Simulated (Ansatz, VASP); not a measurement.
**One calculation of Al3BN2, two programs**

INCAR

```
SYSTEM = Al3BN2
  ALGO = Normal
  EDIFF = 1E-6
  EDIFFG = -0.04
  ENCUT = 600
  GGA = PE
  IBRION = 2
  ISIF = 3
  ISMEAR = 0
  LASPH = .TRUE.
  LCHARG = .FALSE.
  LREAL = .FALSE.
  LWAVE = .FALSE.
  NELM = 80
  NSW = 90
  PREC = Accurate
  SIGMA = 0.1
```

File KPOINTS:

```
k-points
0
G
  4 4 6
  0 0 0
```

POSCAR

```
Al3BN2
1.0
    3.2695105000     -3.5089674400      0.0000000000
    3.2695105000      3.5089674400      0.0000000000
    0.0000000000      0.0000000000      3.5287367300
Al B N
3 1 2
Direct
    0.0000000000      0.0000000000      0.5000000000
    0.8161750700      0.8161750700      0.0000000000
    0.1838249300      0.1838249300      0.0000000000
    0.5000000000      0.5000000000      0.5000000000
    0.1509892300      0.8490107700      0.0000000000
    0.8490107700      0.1509892300      0.0000000000
```

Input for Ansatz:

```yaml
crystal:
  lattice:
    - [3.2695105, -3.50896744, 0.0]
    - [3.2695105, 3.50896744, 0.0]
    - [0.0, 0.0, 3.52873673]
  atoms:
    - { symbol: Al, position: [0.0, 0.0, 0.5] }
    - { symbol: Al, position: [0.81617507, 0.81617507, 0.0] }
    - { symbol: Al, position: [0.18382493, 0.18382493, 0.0] }
    - { symbol: B, position: [0.5, 0.5, 0.5] }
    - { symbol: "N", position: [0.15098923, 0.84901077, 0.0] }
    - { symbol: "N", position: [0.84901077, 0.15098923, 0.0] }
basis:
  ecutwfc: 420
kpoints:
  mp_grid: { grid: [4, 4, 6] }
hamiltonian:
  xc: pbe
scf:
  occupations: { method: gaussian, width: 0.1 }
  lower_state_search: "off"
output:
  forces: true
  stress: true
  eigenvalues: true
relax:
  adjacent_minimum: "off"
  f_tol: 0.04
  max_steps: 70
  cell: { stress_tol: 0.4 }
```

Alike in both runs: task relaxation of cell and atoms; functional PBE; k mesh 4 × 4 × 6; occupations gaussian, width 0.1 eV; no spin polarisation.

|  | VASP | Ansatz |
| --- | --- | --- |
| version | VASP 6.6.1 | Ansatz 0.2.0 |
| potentials or method | VASP PAW PBE potentials, release 64 (Al, B, N), cutoff 600 eV | scalar-relativistic, plane waves, PAW |
| valence electrons in the cell | 22 | 22 |

Ansatz gave:

```
gap on the k mesh at the Fermi level, each at its own relaxed structure (eV) : none
relaxed volume (Å³/atom)                                                     : 11.06
relaxed cell length with the largest relative difference (Å)                 : 3.741
```

**Question.** Which values does VASP return?

**Answer.** gap on the k mesh at the Fermi level, each at its own relaxed structure (eV): none; relaxed volume (Å³/atom): 11.06; relaxed cell length with the largest relative difference (Å): 3.736.

A gap of «none» marks a metal or a gap that the smearing closes.

Noted on VASP's run: the volume moved by over 15 % at a fixed basis, so the end points are rough.
